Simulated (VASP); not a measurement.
# GaAs (F-43m) in VASP: vibrations by perturbation theory with PBEsol

Aim: the vibrations by perturbation theory of GaAs with PBEsol.

Program: VASP 6.6.1. These are calculated values, not measurements. Logs are shortened: lines on timing, memory, paths and dates and some standing lists are left out, and cuts for length are marked.

## (1) The cell of the first run

Symmetry: F-43m, No. 216, cubic system. The conventional cell has a = 5.658 Å, b = 5.658 Å, c = 5.658 Å, α = 90.00°, β = 90.00°, γ = 90.00°. Ga (site symmetry -43m) has 4 As at 2.45 Å within 3.2 Å. As (site symmetry -43m) has 4 Ga at 2.45 Å within 3.2 Å.

## (2) Vibrations by perturbation theory, PBEsol

Contents of INCAR:

```
PREC     = Accurate       # precision mode
ENCUT    = 500            # plane-wave cutoff, eV
EDIFF    = 1E-8           # SCF threshold, eV
ISMEAR   = 0              # smearing method
SIGMA    = 0.01           # smearing width, eV
LREAL    = False          # projectors in reciprocal space
LASPH    = True           # aspherical terms in the spheres
NELM     = 120            # most SCF steps
ALGO     = Normal         # electronic algorithm
ISIF     = 2              # what is computed and relaxed
LWAVE    = False          # write WAVECAR
LCHARG   = False          # write CHGCAR
GGA      = PS             # functional
NBANDS   = 16             # bands
IBRION   = 8              # ionic algorithm
NSW      = 1              # ionic steps
LEPSILON = True           # dielectric tensor by DFPT
GGA_COMPAT= False
```

Contents of KPOINTS:

```
regular mesh
0
Gamma
  8 8 8
```

Contents of POSCAR:

```
GaAs
1.0
    0.0000000000      2.8289763854      2.8289763854
    2.8289763854      0.0000000000      2.8289763854
    2.8289763854      2.8289763854      0.0000000000
Ga As
1 1
Direct
    0.0000000000      0.0000000000      0.0000000000
    0.7500000000      0.7500000000      0.7500000000
```

Potentials or basis: VASP PAW PBE potentials, release 64 (Ga_d, As).

Launch:

```
> cat potpaw_PBE.64/Ga_d/POTCAR potpaw_PBE.64/As/POTCAR > POTCAR
> mpirun -np 1 vasp_std > vasp.out
```

OUTCAR:

```text
PREC = Accurate
   ENCUT = 500
   EDIFF = 1E-8
   ISMEAR = 0
   LREAL = False
   LASPH = True
   NELM = 120
   ISIF = 2
   GGA = PS
   IBRION = 8
   NSW = 1
   LEPSILON = True

 ion  position               nearest neighbor table
   1  0.000  0.000  0.000-   2 2.45   2 2.45   2 2.45   2 2.45
   2  0.750  0.750  0.750-   1 2.45   1 2.45   1 2.45   1 2.45

  LATTYP: Found a face centered cubic cell.
 ALAT       =     5.6579527708

  Lattice vectors:

 A1 = (   0.0000000000,   2.8289763854,   2.8289763854)
 A2 = (   2.8289763854,   0.0000000000,   2.8289763854)
 A3 = (   2.8289763854,   2.8289763854,   0.0000000000)

Analysis of symmetry for initial positions (statically):
=====================================================================
 Subroutine PRICEL returns:
 Original cell was already a primitive cell.

 Routine SETGRP: Setting up the symmetry group for a
 face centered cubic supercell.

 Subroutine GETGRP returns: Found 24 space group operations
 (whereof 24 operations were pure point group operations)
 out of a pool of 48 trial point group operations.

The static configuration has the point symmetry T_d .

Analysis of symmetry for dynamics (positions and initial velocities):
=====================================================================
 Subroutine PRICEL returns:
 Original cell was already a primitive cell.

 Routine SETGRP: Setting up the symmetry group for a
 face centered cubic supercell.

 Subroutine GETGRP returns: Found 24 space group operations
 (whereof 24 operations were pure point group operations)
 out of a pool of 48 trial point group operations.

The dynamic configuration has the point symmetry T_d .

 Subroutine INISYM returns: Found 24 space group operations
 (whereof 24 operations are pure point group operations),
 and found     1 'primitive' translations

----------------------------------------------------------------------------------------

                                     Primitive cell

[... 688 lines left out ...]
 ------------------------------------------------------
          39.004535     0.000000     0.000000
           0.000000    39.004535     0.000000
          -0.000000    -0.000000    39.004535
 ------------------------------------------------------

 PIEZOELECTRIC TENSOR (including local field effects)  for field in x, y, z        (e  Angst)
          XX          YY          ZZ          XY          YZ          ZX
  --------------------------------------------------------------------------------
  x     0.00000     0.00000     0.00000     0.00000     3.04158     0.00000
  y    -0.00000     0.00000    -0.00000    -0.00000     0.00000     3.04158
  z     0.00000    -0.00000     0.00000     3.04158    -0.00000     0.00000

 PIEZOELECTRIC TENSOR (including local field effects)  for field in x, y, z        (C/m^2)
          XX          YY          ZZ          XY          YZ          ZX
  --------------------------------------------------------------------------------
  x     0.00000     0.00000     0.00000     0.00000     1.07620     0.00000
  y    -0.00000     0.00000    -0.00000    -0.00000     0.00000     1.07620
  z     0.00000    -0.00000     0.00000     1.07620    -0.00000     0.00000

 BORN EFFECTIVE CHARGES (including local field effects) (in |e|, cummulative output)
 ---------------------------------------------------------------------------------
 ion    1
    1     2.31262    -0.00000    -0.00000
    2     0.00000     2.31262     0.00000
    3     0.00000    -0.00000     2.31262
 ion    2
    1    -2.31262     0.00000     0.00000
    2    -0.00000    -2.31262     0.00000
    3    -0.00000     0.00000    -2.31262

 INTERNAL STRAIN TENSOR FOR ION    2 for displacements in x,y,z  (eV/Angst):
          X           Y           Z          XY          YZ          ZX
  --------------------------------------------------------------------------------
  x     0.00000     0.00000     0.00000     0.00000     6.95358     0.00000
  y     0.00000     0.00000     0.00000     0.00000     0.00000     6.95358
  z     0.00000     0.00000     0.00000     6.95358     0.00000     0.00000

 SECOND DERIVATIVES (NOT SYMMETRIZED)
 ------------------------------------
               1X          1Y          1Z          2X          2Y          2Z
  1X    -9.181642    0.000000    0.000000    9.181642    0.000000    0.000000
  1Y     0.000000   -9.181642    0.000000    0.000000    9.181642    0.000000
  1Z     0.000000    0.000000   -9.181642    0.000000    0.000000    9.181642
  2X     9.237403    0.000000    0.000000   -9.237403    0.000000    0.000000
  2Y     0.000000    9.237403    0.000000    0.000000   -9.237403    0.000000
  2Z     0.000000    0.000000    9.237403    0.000000    0.000000   -9.237403

 Eigenvectors and eigenvalues of the dynamical matrix
 ----------------------------------------------------

   1 f  =    7.894146 THz    49.600381 2PiTHz  263.320363 cm-1    32.647549 meV
             X         Y         Z           dx          dy          dz
      0.000000  0.000000  0.000000     0.718651   -0.000000    0.000000
      4.243465  4.243465  4.243465    -0.695371    0.000000    0.000000
[... 21 lines left out ...]
   6 f/i=    0.011943 THz     0.075038 2PiTHz    0.398366 cm-1     0.049391 meV
             X         Y         Z           dx          dy          dz
      0.000000  0.000000  0.000000     0.008816    0.409277    0.562099
      4.243465  4.243465  4.243465     0.009111    0.422979    0.580918

--------------------------------------------------------------------------------------------------------

 MACROSCOPIC STATIC DIELECTRIC TENSOR IONIC CONTRIBUTION
 ------------------------------------------------------
           2.320701     0.000000     0.000000
           0.000000     2.320701    -0.000000
           0.000000    -0.000000     2.320701
 ------------------------------------------------------

 ELASTIC MODULI CONTR FROM IONIC RELAXATION (kBar)
 Direction    XX          YY          ZZ          XY          YZ          ZX
 --------------------------------------------------------------------------------
 XX          -0.0000     -0.0000     -0.0000     -0.0000     -0.0000      0.0000
 YY          -0.0000     -0.0000     -0.0000     -0.0000     -0.0000     -0.0000
 ZZ          -0.0000     -0.0000     -0.0000     -0.0000     -0.0000      0.0000
 XY          -0.0000     -0.0000     -0.0000   -183.8656     -0.0000      0.0000
 YZ           0.0000     -0.0000     -0.0000     -0.0000   -183.8656     -0.0000
 ZX           0.0000     -0.0000      0.0000      0.0000     -0.0000   -183.8656
 --------------------------------------------------------------------------------

 PIEZOELECTRIC TENSOR IONIC CONTR  for field in x, y, z        (C/m^2)
          XX          YY          ZZ          XY          YZ          ZX
  --------------------------------------------------------------------------------
  x     0.00000    -0.00000    -0.00000    -0.00000    -0.61466    -0.00000
  y     0.00000    -0.00000     0.00000     0.00000    -0.00000    -0.61466
  z    -0.00000    -0.00000    -0.00000    -0.61466    -0.00000     0.00000
```

Wall time 9.2 min (1 thread of Intel Xeon 6975P-C, shared host); peak memory 0.31 GiB.

Results:

* Electronic dielectric tensor (diagonal): 39.00
* Born charges (mean of the diagonal): Ga +2.31; As -2.31 e
* Highest phonon frequency at Γ, LO-TO splitting left out: 263 cm⁻¹

Phonon frequencies in cm⁻¹ (negative: imaginary):
| q point | frequencies |
| --- | --- |
| (0.000, 0.000, 0.000) | 0 0 0 263 263 263 |

Electronic dielectric tensor:
```
39.00  0.00  0.00
 0.00 39.00  0.00
 0.00  0.00 39.00
```

Born effective charge tensors (e):
atom 1, Ga
```
2.31 0.00 0.00
0.00 2.31 0.00
0.00 0.00 2.31
```
atom 2, As
```
-2.31  0.00  0.00
 0.00 -2.31  0.00
 0.00  0.00 -2.31
```
